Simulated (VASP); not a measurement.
# Mn (P6_3/mmc) in VASP: a series of runs, part 2 of 3

VASP 6.6.1. Earlier steps stand in the parts before.

**3. Single point, PBEsol (strain +0.000 along x and y, -0.015 along z)**

Contents of INCAR:

```
SYSTEM = Mn
PREC     = Accurate       ! precision mode
ENCUT    = 520            ! plane-wave cutoff, eV
EDIFF    = 1E-7           ! SCF threshold, eV
ISMEAR   = 0              ! smearing method
SIGMA    = 0.15           ! smearing width, eV
LREAL    = .FALSE.        ! projectors in reciprocal space
LASPH    = .TRUE.         ! aspherical terms in the spheres
NELM     = 80             ! most SCF steps
ALGO     = Fast           ! electronic algorithm
ISIF     = 2              ! what is computed and relaxed
LWAVE    = .FALSE.        ! write WAVECAR
LCHARG   = .FALSE.        ! write CHGCAR
GGA      = PS             ! functional
NBANDS   = 20             ! bands
```

Contents of KPOINTS:

```
regular mesh
0
G
  21 21 12
  0 0 0
```

Contents of POSCAR:

```
Mn
1.0
    2.4836457705      0.0000000000      0.0000000000
   -1.2418228852      2.1509003313      0.0000000000
    0.0000000000      0.0000000000      3.9658020750
Mn
2
Direct
    0.6666666667      0.3333333333      0.7500000000
    0.3333333333      0.6666666667      0.2500000000
```

Potentials or basis: VASP PAW PBE potentials, release 64 (Mn_pv).

The run is started by

```
$ cat potpaw_PBE.64/Mn_pv/POTCAR > POTCAR
$ mpirun -np 1 vasp_std > vasp.out
```

OUTCAR:

```text
SYSTEM = Mn
   PREC = Accurate
   ENCUT = 520
   EDIFF = 1E-7
   ISMEAR = 0
   LREAL = .FALSE.
   LASPH = .TRUE.
   NELM = 80
   ISIF = 2
   GGA = PS

 ion  position               nearest neighbor table
   1  0.667  0.333  0.750-   2 2.45   2 2.45   2 2.45   2 2.45   2 2.45   2 2.45
   2  0.333  0.667  0.250-   1 2.45   1 2.45   1 2.45   1 2.45   1 2.45   1 2.45

  LATTYP: Found a hexagonal cell.
 ALAT       =     2.4836457705
 C/A-ratio  =     1.5967663836

  Lattice vectors:

 A1 = (   2.4836457705,   0.0000000000,   0.0000000000)
 A2 = (  -1.2418228852,   2.1509003313,   0.0000000000)
 A3 = (   0.0000000000,   0.0000000000,   3.9658020750)

Analysis of symmetry for initial positions (statically):
=====================================================================
 Subroutine PRICEL returns:
 Original cell was already a primitive cell.

 Routine SETGRP: Setting up the symmetry group for a
 hexagonal supercell.

 Subroutine GETGRP returns: Found 24 space group operations
 (whereof 12 operations were pure point group operations)
 out of a pool of 24 trial point group operations.

The static configuration has the point symmetry D_3d.
 The point group associated with its full space group is D_6h.

Analysis of symmetry for dynamics (positions and initial velocities):
=====================================================================
 Subroutine PRICEL returns:
 Original cell was already a primitive cell.

 Routine SETGRP: Setting up the symmetry group for a
 hexagonal supercell.

 Subroutine GETGRP returns: Found 24 space group operations
 (whereof 12 operations were pure point group operations)
 out of a pool of 24 trial point group operations.

The dynamic configuration has the point symmetry D_3d.
 The point group associated with its full space group is D_6h.

 Subroutine INISYM returns: Found 24 space group operations
 (whereof 12 operations are pure point group operations),
 and found     1 'primitive' translations

[... 109 lines left out ...]
   ISMEAR =     0;   SIGMA  =   0.15  broadening in eV -4-tet -1-fermi 0-gaus
   EFERMI_NEDOS =   21; number of points for ismear=-14 and -15
   IALGO  =     68    algorithm
   IMIX   =      4    mixing-type and parameters
     AMIX     =   0.40;   BMIX     =  1.00
     AMIX_MAG =   1.60;   BMIX_MAG =  1.00
  volume/ion in A,a.u.               =      10.59        71.48
  Fermi-wavevector in a.u.,A,eV,Ry     =   1.752746  3.312209 41.798705  3.072118
  Thomas-Fermi vector in A             =   2.823016
   LORBIT       =      0    0 simple, 1 ext, 2 COOP (PROOUT), +10 PAW based schemes
   GGA     = PS    functional components
   LHFCALC =     F    Hartree Fock is set to
   AEXX    =    0.0000 exact exchange contribution
   IVDW    =     0    specifies the selected vdW correction
   LEPSILON=     F    determine dielectric tensor
   LRPA    =     F    only Hartree local field effects (RPA)
 non-spin polarized calculation
 RMM-DIIS sequential band-by-band and
 Gauss-broadening in eV      SIGMA  =   0.15
  energy-cutoff  :      520.00
  volume of cell :       21.19
 maximum number of plane-waves:       584
   NGX =  9   NGY =  9   NGZ = 15

 number of electron      26.0000003 magnetization

 Free energy of the ion-electron system (eV)
  ---------------------------------------------------
  ext. energy  EPLUGINS =         0.00000000
  ---------------------------------------------------
  free energy    TOTEN  =       -19.41473629 eV

  energy without entropy =      -19.38302041  energy(sigma->0) =      -19.39887835

 E-fermi :  10.3923     XC(G=0): -14.2749

 val. band max:       10.3891619213   @ k =   0.1905   0.0952   0.4167
 cond. band min:      10.3923392021   @ k =   0.2857   0.1905   0.5000
 fundamental gap:      0.0031772809
 Fermi energy:        10.3922930375

 k-point     1 :       0.0000    0.0000    0.0000
  band No.  band energies     occupation
      1     -37.7447      2.00000
      2     -37.0567      2.00000
      3     -37.0567      2.00000
      4     -36.9381      2.00000
      5     -36.9381      2.00000
      6     -36.8988      2.00000
[... 541 lines left out ...]
     19      20.1182      0.00000
     20      25.5193      0.00000

 [... further k-points ...]

------------------------ aborting loop because EDIFF is reached ----------------------------------------

  FORCE on cell =-STRESS in cart. coord.  units (eV):
  Direction    XX          YY          ZZ          XY          YZ          ZX
  --------------------------------------------------------------------------------------
  -------------------------------------------------------------------------------------
  Total       -1.1908586     -1.1908586     -0.6475487     -0.0000000     -0.0000000     -0.0000000
  in kB      -90.0595592    -90.0595592    -48.9713460     -0.0000000     -0.0000000     -0.0000000
  external PRESSURE =     -76.3634881 kB  Pullay stress =       0.0000000 kB

 VOLUME and BASIS-vectors are now :
 -----------------------------------------------------------------------------
  energy-cutoff  :      520.00
  volume of cell :       21.19
      direct lattice vectors                 reciprocal lattice vectors
     2.483645770  0.000000000  0.000000000     0.402633907  0.232460795  0.000000000
    -1.241822885  2.150900331  0.000000000     0.000000000  0.464921589  0.000000000
     0.000000000  0.000000000  3.965802075     0.000000000  0.000000000  0.252155801

 POSITION                                       TOTAL-FORCE (eV/Angst)
 -----------------------------------------------------------------------------------
      1.24182      0.71697      2.97435        -0.000000      0.000000      0.000000
     -0.00000      1.43393      0.99145         0.000000     -0.000000      0.000000
 -----------------------------------------------------------------------------------
    total drift:                               -0.000000      0.000000     -0.000000

  FREE ENERGIE OF THE ION-ELECTRON SYSTEM (eV)
  ---------------------------------------------------
  free  energy   TOTEN  =       -19.4147362908 eV

  energy  without entropy=      -19.3830204097  energy(sigma->0) =      -19.39887835
```

OSZICAR:

```text
N       E                     dE             d eps       ncg     rms          rms(c)
DAV:   1     0.247246775734E+03    0.24725E+03   -0.15784E+04 13556   0.185E+03
DAV:   2    -0.135740129452E+02   -0.26082E+03   -0.25260E+03 13516   0.461E+02
DAV:   3    -0.231297755415E+02   -0.95558E+01   -0.94662E+01 14408   0.104E+02
DAV:   4    -0.232257823324E+02   -0.96007E-01   -0.95997E-01 14556   0.103E+01
DAV:   5    -0.232276642701E+02   -0.18819E-02   -0.18819E-02 14556   0.145E+00    0.203E+01
RMM:   6    -0.195575589791E+02    0.36701E+01   -0.16726E+01 14114   0.422E+01    0.308E+00
RMM:   7    -0.194381030588E+02    0.11946E+00   -0.66004E-01 14338   0.884E+00    0.109E+00
RMM:   8    -0.194197619544E+02    0.18341E-01   -0.34225E-02 14450   0.174E+00    0.524E-01
RMM:   9    -0.194146787860E+02    0.50832E-02   -0.69995E-03 14591   0.108E+00    0.707E-02
RMM:  10    -0.194147578918E+02   -0.79106E-04   -0.13884E-03 16308   0.444E-01    0.524E-02
RMM:  11    -0.194147483812E+02    0.95106E-05   -0.12121E-04 15309   0.124E-01    0.250E-02
RMM:  12    -0.194147283317E+02    0.20050E-04   -0.24452E-05 14746   0.557E-02    0.866E-03
RMM:  13    -0.194147361744E+02   -0.78427E-05   -0.49703E-06 14936   0.241E-02    0.357E-03
RMM:  14    -0.194147370336E+02   -0.85919E-06   -0.93867E-07 12516   0.839E-03    0.554E-03
RMM:  15    -0.194147368475E+02    0.18614E-06   -0.15861E-07  8520   0.418E-03    0.457E-03
RMM:  16    -0.194147363414E+02    0.50604E-06   -0.51042E-08  7797   0.252E-03    0.240E-03
RMM:  17    -0.194147362908E+02    0.50670E-07   -0.10639E-08  7266   0.105E-03
   1 F= -.19414736E+02 E0= -.19398878E+02  d E =-.317159E-01
```

Wall time 2.4 min (1 thread of Intel Xeon Platinum 8375C at 2.90GHz (Ice Lake), shared host); peak memory 0.21 GiB.

Results:

```yaml
Free_energy: -19.4147 eV
Pressure: -7.6 GPa
Band_gap_on_the_k_mesh: zero (band 13 reaches 11.40 eV, above the bottom of band 14 at 9.32 eV)
```

Stress tensor (GPa, compression positive):
```
-9.01  0.00  0.00
 0.00 -9.01  0.00
 0.00  0.00 -4.90
```

Levels at points of the mesh, in eV from the Fermi level:
| k point | band 9 | band 10 | band 11 | band 12 | band 13 | band 14 | band 15 | band 16 | band 17 | band 18 |
| --- | --- | --- | --- | --- | --- | --- | --- | --- | --- | --- |
| (0.00, 0.00, 0.00) | -0.97 | -0.97 | -0.87 | -0.47 | -0.47 | -0.01 | -0.01 | 0.93 | 1.66 | 1.66 |
| (0.00, 0.00, 0.50) | -1.48 | -1.48 | -1.08 | -1.08 | -1.08 | -1.08 | 1.23 | 1.23 | 1.23 | 1.23 |

Caveat: the cell differs from its parent crystal (strain +0.000 along x and y, -0.015 along z); the PAW data sets were made with another functional, which shifts forces and pressure a little; the run has no spin polarisation, though such a crystal can be magnetic. Spin polarisation is off, so any magnetic state and its effect on volume and gap are missing.

(Part 2 of 3 ends here.)
